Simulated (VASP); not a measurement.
## CuF3: single point with PBE+U

Crystal: CuF3.

```
CELL_PARAMETERS angstrom
3.76477 0.00000 0.00000
0.00000 3.76477 0.00000
0.00000 0.00000 3.76477
ATOMIC_POSITIONS crystal
Cu 0.00000 0.00000 0.00000
F 0.50000 0.00000 0.00000
F 0.00000 0.00000 0.50000
F 0.00000 0.50000 0.00000
```

```yaml
Program: VASP 6.6.1
Task: single point
Functional: PBE
Potentials_or_basis: VASP PAW PBE potentials, release 64 (Cu, F)
Cutoff: 600 eV
k_mesh: 5 × 5 × 5
Occupations: gaussian, width 0.05 eV
Spin: collinear spin, ferromagnetic start
Starting_moments: "[1.31, 0.27, 0.27, 0.27] μB"
Hubbard_terms: Cu d U = 8.0 eV, J = 0.5 eV
Dipole_correction: no
LDAUTYPE: 1
Hund's_J: 0.5
Further_INCAR_settings: ALGO = Normal; EDIFF = 1e-06; NBANDS = 28
```

```
Pressure                                              : 0.7 GPa
Band gap on the k mesh                                : zero (filled and empty bands overlap)
Net moment                                            : 2.00 μB per cell
Site moments                                          : Cu +1.32; F +0.22 μB
Valence electrons inside the program's atomic spheres : Cu 9.65; F 6.08
```

Levels at points of the mesh, in eV from the Fermi level:
Spin up:
| k point | band 14 | band 15 | band 16 | band 17 | band 18 | band 19 | band 20 | band 21 |
| --- | --- | --- | --- | --- | --- | --- | --- | --- |
| (0.00, 0.00, 0.00) | -0.96 | -0.91 | -0.91 | -0.91 | 7.21 | 11.94 | 17.52 | 17.52 |
Spin down:
| k point | band 11 | band 12 | band 13 | band 14 | band 15 | band 16 | band 17 | band 18 | band 19 | band 20 |
| --- | --- | --- | --- | --- | --- | --- | --- | --- | --- | --- |
| (0.00, 0.00, 0.00) | -0.64 | -0.64 | -0.58 | -0.58 | -0.58 | -0.25 | -0.25 | 7.42 | 12.16 | 17.60 |

Eigenvalues of the final occupation matrices:
```csv
site,spin,trace,eigenvalues
site 1 d,1,5.07,0.99 0.99 0.99 1.05 1.05
site 1 d,2,3.78,0.40 0.40 0.99 0.99 0.99
```

It took 38 s on 1 thread of Intel(R) Xeon(R) Platinum 8259CL CPU @ 2.50GHz (Skylake/Cascade Lake), with other jobs on the host, peak memory 0.19 GiB.

Caveat: a cell with one magnetic atom can't hold antiferromagnetic order, which such compounds often take. The state reached can hang on the start; a lower one may exist.
